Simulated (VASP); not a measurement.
Input of a VASP 6.6.1 run:

INCAR

```
SYSTEM = SiF2
PREC = Accurate ; ENCUT = 520
EDIFF = 1E-6 ; ISMEAR = 0
SIGMA = 0.005 ; LREAL = .False.
LASPH = .True. ; NELM = 100
ALGO = Normal ; ISIF = 2
LWAVE = .False. ; LCHARG = .False.
GGA = PS ; IBRION = 2
NSW = 100 ; EDIFFG = -0.01
ISYM = 0
```

The input KPOINTS:

```
Automatic mesh
0
Gamma
  1 1 1
  0 0 0
```

Contents of POSCAR:

```
SiF2
1.0
   15.0000000000      0.0000000000      0.0000000000
    0.0000000000     15.5000000000      0.0000000000
    0.0000000000      0.0000000000     16.0000000000
Si F
1 2
Direct
    0.5011452656      0.4994289404      0.4590852744
    0.5821286678      0.5013349585      0.5188195017
    0.4167260666      0.4992361011      0.5220952239
```

Potentials or basis: VASP PAW PBE potentials, release 64 (Si, F).

Run with:

```sh
$ cat potpaw_PBE.64/Si/POTCAR potpaw_PBE.64/F/POTCAR > POTCAR
$ mpirun -np 1 vasp_gam > vasp.out
```

Question: Estimate the energy gained by relaxing.

Answer: 29.4 meV/atom.

Question: Estimate the gap between the frontier levels.

Answer: 4.12 eV.

Final structure:
```cif
data_structure
_symmetry_space_group_name_H-M 'P 1'
_symmetry_Int_Tables_number 1
_cell_length_a 15.0000
_cell_length_b 15.5000
_cell_length_c 16.0000
_cell_angle_alpha 90.000
_cell_angle_beta 90.000
_cell_angle_gamma 90.000
_cell_volume 3720.00
loop_
_atom_site_label
_atom_site_type_symbol
_atom_site_fract_x
_atom_site_fract_y
_atom_site_fract_z
_atom_site_occupancy
Si1 Si 0.49941 0.49938 0.45705 1
F1 F 0.58346 0.50138 0.52046 1
F2 F 0.41713 0.49924 0.52249 1
```
